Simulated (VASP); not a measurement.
# SrTiO3 (P4mm) in VASP: notebook

The runs below take SrTiO3 through single point, with PBE.

Program: VASP 6.6.1. These are calculated values, not measurements. Logs are shortened: lines on timing, memory, paths and dates and some standing lists are left out, and cuts for length are marked.

### 1 The cell of the first run

Symmetry: P4mm, No. 99, tetragonal system. The conventional cell has a = 3.936 Å, b = 3.936 Å, c = 3.936 Å, α = 90.00°, β = 90.00°, γ = 90.00°. Within 3.6 Å of Sr (site symmetry 4mm) lie 12 O at 2.70 to 2.87 Å and 8 Ti at 3.28 to 3.55 Å. Within 2.4 Å of Ti (site symmetry 4mm) lie 6 O at 1.83 to 2.11 Å. Within 2.4 Å of O (site symmetry 4mm) lie 2 Ti at 1.83 to 2.11 Å. O (site symmetry 2mm) has 2 Ti at 1.97 Å and 4 Sr at 2.70 to 2.87 Å and 8 O at 2.76 to 2.81 Å within 2.9 Å.

### 2 Single point, PBE (atoms displaced along several vibrational modes)

File INCAR:

```
SYSTEM = SrTiO3
ALGO = Normal
EDIFF = 1E-6
ENCUT = 520
GGA = PE
ISIF = 2
ISMEAR = 0
LASPH = .TRUE.
LCHARG = .FALSE.
LREAL = .FALSE.
LWAVE = .FALSE.
NBANDS = 28
NELM = 100
PREC = Accurate
SIGMA = 0.05
```

File KPOINTS:

```
k-points
0
G
  8 8 8
  0 0 0
```

File POSCAR:

```
SrTiO3
1.0
    3.9364094381      0.0000000000      0.0000000000
    0.0000000000      3.9364094381      0.0000000000
    0.0000000000      0.0000000000      3.9364094381
Sr Ti O
1 1 3
Direct
   -0.0226140350      0.0000000000      0.0000000000
    0.5357190942      0.5000000000      0.5000000000
    0.0004091999      0.5000000000      0.5000000000
    0.5082858015      0.0000000000      0.5000000000
    0.5082858015      0.5000000000      0.0000000000
```

Potentials or basis: VASP PAW PBE potentials, release 64 (Sr_sv, Ti_sv, O).

Started as:

```console
$ cat potpaw_PBE.64/Sr_sv/POTCAR potpaw_PBE.64/Ti_sv/POTCAR potpaw_PBE.64/O/POTCAR > POTCAR
$ mpirun -np 1 vasp_std > vasp.out
```

OUTCAR:

```text
SYSTEM = SrTiO3
   EDIFF = 1E-6
   ENCUT = 520
   GGA = PE
   ISIF = 2
   ISMEAR = 0
   LASPH = .TRUE.
   LREAL = .FALSE.
   NELM = 100
   PREC = Accurate

 ion  position               nearest neighbor table
   1  0.977  0.000  0.000-   4 2.70   5 2.70   4 2.70   5 2.70   3 2.78   3 2.78   3 2.78   3 2.78
                             4 2.87   5 2.87   4 2.87   5 2.87   2 3.28   2 3.28   2 3.28   2 3.28
   2  0.536  0.500  0.500-   3 1.83   4 1.97   5 1.97   5 1.97   4 1.97   3 2.11   1 3.28   1 3.28
                             1 3.28   1 3.28   1 3.55   1 3.55   1 3.55   1 3.55
   3  0.000  0.500  0.500-   2 1.83   2 2.11   1 2.78   1 2.78   1 2.78   1 2.78
   4  0.508  0.000  0.500-   2 1.97   2 1.97   1 2.70   1 2.70   1 2.87   1 2.87
   5  0.508  0.500  0.000-   2 1.97   2 1.97   1 2.70   1 2.70   1 2.87   1 2.87

  LATTYP: Found a simple cubic cell.
 ALAT       =     3.9364094381

  Lattice vectors:

 A1 = (   3.9364094381,   0.0000000000,   0.0000000000)
 A2 = (   0.0000000000,   3.9364094381,   0.0000000000)
 A3 = (   0.0000000000,   0.0000000000,   3.9364094381)

Analysis of symmetry for initial positions (statically):
=====================================================================
 Subroutine PRICEL returns:
 Original cell was already a primitive cell.

 Routine SETGRP: Setting up the symmetry group for a
 simple cubic supercell.

 Subroutine GETGRP returns: Found  8 space group operations
 (whereof  8 operations were pure point group operations)
 out of a pool of 48 trial point group operations.

The static configuration has the point symmetry C_4v.

Analysis of symmetry for dynamics (positions and initial velocities):
=====================================================================
 Subroutine PRICEL returns:
 Original cell was already a primitive cell.

 Routine SETGRP: Setting up the symmetry group for a
 simple cubic supercell.

 Subroutine GETGRP returns: Found  8 space group operations
 (whereof  8 operations were pure point group operations)
 out of a pool of 48 trial point group operations.

The dynamic configuration has the point symmetry C_4v.

 Subroutine INISYM returns: Found  8 space group operations
 (whereof  8 operations are pure point group operations),
 and found     1 'primitive' translations

----------------------------------------------------------------------------------------

                                     Primitive cell

  volume of cell :      60.9959

  direct lattice vectors                    reciprocal lattice vectors
     3.936409438  0.000000000  0.000000000     0.254038615  0.000000000  0.000000000
     0.000000000  3.936409438  0.000000000     0.000000000  0.254038615  0.000000000
     0.000000000  0.000000000  3.936409438     0.000000000  0.000000000  0.254038615

  length of vectors
     3.936409438  3.936409438  3.936409438     0.254038615  0.254038615  0.254038615

  position of ions in fractional coordinates (direct lattice)
     0.977385965  0.000000000  0.000000000
     0.535719094  0.500000000  0.500000000
     0.000409200  0.500000000  0.500000000
     0.508285802  0.000000000  0.500000000
     0.508285802  0.500000000  0.000000000

  ion indices of the primitive-cell ions
   primitive index   ion index
                 1           1
                 2           2
                 3           3
                 4           4
                 5           5

----------------------------------------------------------------------------------------

 KPOINTS: k-points

Automatic generation of k-mesh.
 Grid dimensions read from file:
 generate k-points for:    8    8    8

 Generating k-lattice:

  Cartesian coordinates                     Fractional coordinates (reciprocal lattice)
     0.031754827  0.000000000  0.000000000     0.125000000  0.000000000  0.000000000
     0.000000000  0.031754827  0.000000000     0.000000000  0.125000000  0.000000000
     0.000000000  0.000000000  0.031754827     0.000000000  0.000000000  0.125000000

  Length of vectors
     0.031754827  0.031754827  0.031754827

  Shift w.r.t. Gamma in fractional coordinates (k-lattice)
     0.000000000  0.000000000  0.000000000

 Subroutine IBZKPT returns following result:
 ===========================================

 Found     75 irreducible k-points:

 Following reciprocal coordinates:
            Coordinates               Weight
  0.000000  0.000000  0.000000      1.000000
  0.125000  0.000000  0.000000      2.000000
  0.000000  0.125000  0.000000      4.000000
  0.250000  0.000000  0.000000      2.000000
  0.000000  0.250000  0.000000      4.000000
  0.375000  0.000000  0.000000      2.000000
[... 16 lines left out ...]
  0.375000  0.250000  0.000000      8.000000
  0.000000  0.375000  0.250000      8.000000
 [... further k-points ...]
   k-points           NKPTS =     75   k-points in BZ     NKDIM =     75   number of bands    NBANDS=     28
   number of dos      NEDOS =    301   number of ions     NIONS =      5
   total plane-waves  NPLWV =  27000
   dimension x,y,z NGX =    30 NGY =   30 NGZ =   30
   dimension x,y,z NGXF=    60 NGYF=   60 NGZF=   60
   ions per type =               1   1   3
   NGX,Y,Z   is equivalent  to a cutoff of  12.67, 12.67, 12.67 a.u.
   NGXF,Y,Z  is equivalent  to a cutoff of  25.34, 25.34, 25.34 a.u.
 SYSTEM =  SrTiO3
   PREC   = accura    normal or accurate (medium, high low for compatibility)
   ISTART =      0    job   : 0-new  1-cont  2-samecut
   ICHARG =      2    charge: 1-file 2-atom 10-const
   ISPIN  =      1    spin polarized calculation?
   LNONCOLLINEAR =      F non collinear calculations
   LSORBIT =      F    spin-orbit coupling
   LASPH  =      T    aspherical Exc in radial PAW
   ENCUT  =  520.0 eV  38.22 Ry    6.18 a.u.   7.32  7.32  7.32*2*pi/ulx,y,z
   NELM   =    100;   NELMIN=  2; NELMDL= -5     # of ELM steps
   EDIFF  = 0.1E-05   stopping-criterion for ELM
   LREAL  =      F    real-space projection
[... 7 lines left out ...]
   TEBEG  =    0.0;   TEEND  =   0.0 temperature during run
   PSTRESS=    0.0 pullay stress
   NELECT =      40.0000    total number of electrons
   NUPDOWN=      -1.0000    fix difference up-down
   EMIN   =  10.00;   EMAX   =-10.00  energy-range for DOS
   EFERMI =   0.00;   METHOD = LEGACY
   ISMEAR =     0;   SIGMA  =   0.05  broadening in eV -4-tet -1-fermi 0-gaus
   EFERMI_NEDOS =   21; number of points for ismear=-14 and -15
   IALGO  =     38    algorithm
   IMIX   =      4    mixing-type and parameters
     AMIX     =   0.40;   BMIX     =  1.00
     AMIX_MAG =   1.60;   BMIX_MAG =  1.00
  volume/ion in A,a.u.               =      12.20        82.32
  Fermi-wavevector in a.u.,A,eV,Ry     =   1.422311  2.687778 27.524158  2.022969
  Thomas-Fermi vector in A             =   2.543028
   LORBIT       =      0    0 simple, 1 ext, 2 COOP (PROOUT), +10 PAW based schemes
   GGA     = PE    functional components
   LHFCALC =     F    Hartree Fock is set to
   AEXX    =    0.0000 exact exchange contribution
   IVDW    =     0    specifies the selected vdW correction
   LEPSILON=     F    determine dielectric tensor
   LRPA    =     F    only Hartree local field effects (RPA)
 non-spin polarized calculation
 Gauss-broadening in eV      SIGMA  =   0.05
  energy-cutoff  :      520.00
  volume of cell :       61.00
 maximum number of plane-waves:      1671
 NGX is ok and might be reduce to    30
   NGX = 15   NGY = 15   NGZ = 15

 number of electron      39.9999994 magnetization

 Free energy of the ion-electron system (eV)
  ---------------------------------------------------
  ext. energy  EPLUGINS =         0.00000000
  ---------------------------------------------------
  free energy    TOTEN  =       -40.02451214 eV

  energy without entropy =      -40.02451214  energy(sigma->0) =      -40.02451214

 E-fermi :   4.3358     XC(G=0): -11.1309

 val. band max:        3.9849560272   @ k =   0.5000   0.5000   0.5000
 cond. band min:       5.8292248453   @ k =   0.0000   0.0000   0.0000
 fundamental gap:      1.8442688181
 Fermi energy:         4.3358481653

 k-point     1 :       0.0000    0.0000    0.0000
  band No.  band energies     occupation
      1     -52.4802      2.00000
      2     -28.9165      2.00000
      3     -28.7620      2.00000
      4     -28.7138      2.00000
      5     -28.7138      2.00000
      6     -13.3891      2.00000
[... 20 lines left out ...]
     27       9.3732      0.00000
     28       9.9514      0.00000

 k-point     2 :       0.1250    0.0000    0.0000
  band No.  band energies     occupation
      1     -52.4800      2.00000
      2     -28.9240      2.00000
      3     -28.7609      2.00000
      4     -28.7134      2.00000
      5     -28.7134      2.00000
      6     -13.3850      2.00000
[... 20 lines left out ...]
     27       9.6272      0.00000
     28      10.3374      0.00000

 k-point     3 :       0.0000    0.1250    0.0000
  band No.  band energies     occupation
      1     -52.4800      2.00000
      2     -28.9210      2.00000
      3     -28.7648      2.00000
      4     -28.7134      2.00000
      5     -28.7124      2.00000
      6     -13.4009      2.00000
[... 20 lines left out ...]
     27       9.6269      0.00000
     28      10.3128      0.00000

 k-point     4 :       0.2500    0.0000    0.0000
  band No.  band energies     occupation
      1     -52.4795      2.00000
      2     -28.9429      2.00000
      3     -28.7575      2.00000
      4     -28.7125      2.00000
      5     -28.7125      2.00000
      6     -13.4273      2.00000
[... 20 lines left out ...]
     27      10.2709      0.00000
     28      11.3652      0.00000

 k-point     5 :       0.0000    0.2500    0.0000
  band No.  band energies     occupation
      1     -52.4795      2.00000
      2     -28.9337      2.00000
      3     -28.7686      2.00000
      4     -28.7125      2.00000
      5     -28.7100      2.00000
      6     -13.4707      2.00000
[... 20 lines left out ...]
     27      10.2546      0.00000
     28      11.3074      0.00000

 k-point     6 :       0.3750    0.0000    0.0000
  band No.  band energies     occupation
      1     -52.4790      2.00000
      2     -28.9625      2.00000
      3     -28.7531      2.00000
      4     -28.7115      2.00000
      5     -28.7115      2.00000
      6     -13.5172      2.00000
[... 463 lines left out ...]
      5     -28.7112      2.00000
      6     -13.3077      2.00000
[... 20 lines left out ...]
     27      11.1453      0.00000
     28      11.7667      0.00000

 k-point    22 :       0.0000    0.2500    0.2500
  band No.  band energies     occupation
      1     -52.4788      2.00000
      2     -28.9240      2.00000
      3     -28.7680      2.00000
      4     -28.7448      2.00000
      5     -28.7083      2.00000
      6     -13.3454      2.00000
[... 20 lines left out ...]
     27      11.1291      0.00000
     28      11.7242      0.00000

 k-point    23 :       0.3750    0.2500    0.0000
  band No.  band energies     occupation
      1     -52.4783      2.00000
      2     -28.9353      2.00000
      3     -28.7884      2.00000
      4     -28.7260      2.00000
      5     -28.7103      2.00000
      6     -13.2583      2.00000
[... 20 lines left out ...]
     27      11.8382      0.00000
     28      12.2844      0.00000

 k-point    24 :       0.0000    0.3750    0.2500
  band No.  band energies     occupation
      1     -52.4783      2.00000
      2     -28.9207      2.00000
      3     -28.7678      2.00000
      4     -28.7495      2.00000
      5     -28.7214      2.00000
      6     -13.3184      2.00000
[... 20 lines left out ...]
     27      11.8535      0.00000
     28      12.1324      0.00000

 [... further k-points ...]
[... 5 lines left out ...]
  --------------------------------------------------------------------------------------
  -------------------------------------------------------------------------------------
  Total        1.6362239      0.6511864      0.6511864      0.0000000     -0.0000000      0.0000000
  in kB       42.9786265     17.1046872     17.1046872      0.0000000     -0.0000000      0.0000000
  external PRESSURE =      25.7293337 kB  Pullay stress =       0.0000000 kB

 VOLUME and BASIS-vectors are now :
 -----------------------------------------------------------------------------
  energy-cutoff  :      520.00
  volume of cell :       61.00
      direct lattice vectors                 reciprocal lattice vectors
     3.936409438  0.000000000  0.000000000     0.254038615  0.000000000  0.000000000
     0.000000000  3.936409438  0.000000000     0.000000000  0.254038615  0.000000000
     0.000000000  0.000000000  3.936409438     0.000000000  0.000000000  0.254038615

 POSITION                                       TOTAL-FORCE (eV/Angst)
 -----------------------------------------------------------------------------------
      3.84739      0.00000      0.00000         0.681705     -0.000000     -0.000000
      2.10881      1.96820      1.96820        -0.875579      0.000000      0.000000
      0.00161      1.96820      1.96820         0.354691      0.000000     -0.000000
      2.00082      0.00000      1.96820        -0.080409     -0.000000     -0.000000
      2.00082      1.96820      0.00000        -0.080409      0.000000     -0.000000
 -----------------------------------------------------------------------------------
    total drift:                                0.000173      0.000000      0.000001

  FREE ENERGIE OF THE ION-ELECTRON SYSTEM (eV)
  ---------------------------------------------------
  free  energy   TOTEN  =       -40.0245121420 eV

  energy  without entropy=      -40.0245121420  energy(sigma->0) =      -40.02451214
```

Wall time 68 s (1 thread of Intel Xeon 6975P-C (Granite Rapids), shared host); peak memory 0.26 GiB.

Results:

* Free energy: -40.0245 eV
* Pressure: 2.6 GPa
* Largest force: 0.876 eV/Å
* Band gap on the k mesh: 1.84 eV (least direct gap 2.35 eV)

Forces in eV/Å, atoms in the order of the input:
```
Sr   0.682  0.000  0.000
Ti  -0.876  0.000  0.000
O    0.355  0.000  0.000
O   -0.080  0.000  0.000
O   -0.080  0.000  0.000
```

Stress tensor (GPa, compression positive):
```
4.30 0.00 0.00
0.00 1.71 0.00
0.00 0.00 1.71
```

Caveat: the cell differs from its parent crystal (atoms displaced along several vibrational modes).

### 3 Single point, PBE (atoms displaced along several vibrational modes)

INCAR: that of step 2 with these lines changed.

```diff
@@ -12,3 +12,3 @@
 NBANDS = 28
-NELM = 100
+NELM = 80
 PREC = Accurate
```

KPOINTS is that of step 2.

File POSCAR:

```
SrTiO3
1.0
    3.9364094381      0.0000000000      0.0000000000
    0.0000000000      3.9364094381      0.0000000000
    0.0000000000      0.0000000000      3.9364094381
Sr Ti O
1 1 3
Direct
    0.0253481367      0.0000000000      0.0000000000
    0.4771885974      0.5000000000      0.5000000000
   -0.0199193655      0.5000000000      0.5000000000
    0.4746734045      0.0000000000      0.5000000000
    0.4746734045      0.5000000000      0.0000000000
```

Potentials or basis: VASP PAW PBE potentials, release 64 (Sr_sv, Ti_sv, O).

Started as:

```console
$ cat potpaw_PBE.64/Sr_sv/POTCAR potpaw_PBE.64/Ti_sv/POTCAR potpaw_PBE.64/O/POTCAR > POTCAR
$ mpirun -np 1 vasp_std > vasp.out
```

Run time: 60 s. Hardware: 1 thread of Intel Xeon 6975P-C (Granite Rapids), shared host; peak memory 0.26 GiB.

It converged, with:

- Free energy: -40.0416 eV
- Pressure: 1.5 GPa
- Largest force: 0.665 eV/Å
- Band gap on the k mesh: 1.79 eV (least direct gap 2.16 eV)

Forces on the atoms (eV/Å):
```
Sr  -0.665  0.000  0.000
Ti   0.513  0.000  0.000
O   -0.004  0.000  0.000
O    0.078  0.000  0.000
O    0.078  0.000  0.000
```

Stress tensor (GPa, compression positive):
```
1.45 0.00 0.00
0.00 1.53 0.00
0.00 0.00 1.53
```

Levels at points of the mesh, in eV from the valence-band top:
| k point | band 16 | band 17 | band 18 | band 19 | band 20 | band 21 | band 22 | band 23 | band 24 | band 25 |
| --- | --- | --- | --- | --- | --- | --- | --- | --- | --- | --- |
| (0.00, 0.00, 0.00) | -1.16 | -1.16 | -0.37 | -0.37 | -0.37 | 1.79 | 1.83 | 1.83 | 4.13 | 4.15 |
| (0.50, 0.00, 0.00) | -2.27 | -2.27 | -1.92 | -0.75 | -0.75 | 1.94 | 3.66 | 3.66 | 4.14 | 6.27 |
| (0.00, 0.50, 0.00) | -2.38 | -2.32 | -1.77 | -0.72 | -0.72 | 1.97 | 3.64 | 3.65 | 4.15 | 6.28 |
| (0.50, 0.50, 0.00) | -2.74 | -1.75 | -1.56 | -1.53 | -0.06 | 3.65 | 3.68 | 4.12 | 5.08 | 7.74 |
| (0.00, 0.50, 0.50) | -2.73 | -1.72 | -1.52 | -1.52 | -0.15 | 3.66 | 3.66 | 4.10 | 5.09 | 7.83 |
| (0.50, 0.50, 0.50) | -3.64 | -3.64 | -0.06 | 0.00 | 0.00 | 4.30 | 4.31 | 4.31 | 6.91 | 6.95 |

Caveat: the cell differs from its parent crystal (atoms displaced along several vibrational modes). A k mesh can miss the band edges.

### 4 Single point, PBE (atoms displaced along a vibrational mode)

File INCAR:

```
PREC = Accurate
ENCUT = 520
EDIFF = 1E-6
ISMEAR = 0
SIGMA = 0.05
LREAL = F
LASPH = T
NELM = 60
ALGO = Normal
ISIF = 2
LWAVE = F
LCHARG = F
GGA = PE
NBANDS = 28
```

File KPOINTS:

```
regular mesh
0
Gamma
  8 8 8
```

File POSCAR:

```
SrTiO3
1.0
    3.9364094381      0.0000000000      0.0000000000
    0.0000000000      3.9364094381      0.0000000000
    0.0000000000      0.0000000000      3.9364094381
Sr Ti O
1 1 3
Direct
   -0.0239810859      0.0000000000      0.0000000000
    0.5292652484      0.5000000000      0.5000000000
    0.0101642827      0.5000000000      0.5000000000
    0.5168061985      0.0000000000      0.5000000000
    0.5168061985      0.5000000000      0.0000000000
```

Started as:

```console
$ cat potpaw_PBE.64/Sr_sv/POTCAR potpaw_PBE.64/Ti_sv/POTCAR potpaw_PBE.64/O/POTCAR > POTCAR
$ mpirun -np 1 vasp_std > vasp.out
```

Run time: 55 s. Hardware: 1 thread of Intel Xeon 6975P-C (Granite Rapids), shared host; peak memory 0.26 GiB.

It converged, with:

```yaml
Free_energy: -40.0381 eV
Pressure: 1.8 GPa
Largest_force: 0.669 eV/Å
Band_gap_on_the_k_mesh: 1.83 eV (least direct gap 2.22 eV)
```

Forces on the atoms (eV/Å):
```
Sr   0.669  0.000  0.000
Ti  -0.521  0.000  0.000
O    0.043  0.000  0.000
O   -0.096  0.000  0.000
O   -0.096  0.000  0.000
```

Stress tensor (GPa, compression positive):
```
2.14 0.00 0.00
0.00 1.61 0.00
0.00 0.00 1.61
```

Levels at points of the mesh, in eV from the valence-band top:
```csv
k point,band 16,band 17,band 18,band 19,band 20,band 21,band 22,band 23,band 24,band 25
"(0.00, 0.00, 0.00)",-1.17,-1.13,-0.40,-0.39,-0.39,1.83,1.94,1.94,4.19,4.25
"(0.50, 0.00, 0.00)",-2.29,-2.29,-1.89,-0.72,-0.72,1.99,3.73,3.73,4.20,6.34
"(0.00, 0.50, 0.00)",-2.37,-2.28,-1.72,-0.78,-0.73,2.10,3.69,3.71,4.24,6.31
"(0.50, 0.50, 0.00)",-2.74,-1.73,-1.52,-1.50,-0.07,3.70,3.74,4.17,5.14,7.78
"(0.00, 0.50, 0.50)",-2.70,-1.71,-1.57,-1.57,-0.09,3.73,3.73,4.13,5.15,7.77
"(0.50, 0.50, 0.50)",-3.64,-3.62,-0.01,0.00,0.00,4.34,4.36,4.36,6.85,6.94
```

Caveat: the cell differs from its parent crystal (atoms displaced along a vibrational mode). A k mesh can miss the band edges.

[end of part 1 of 2]
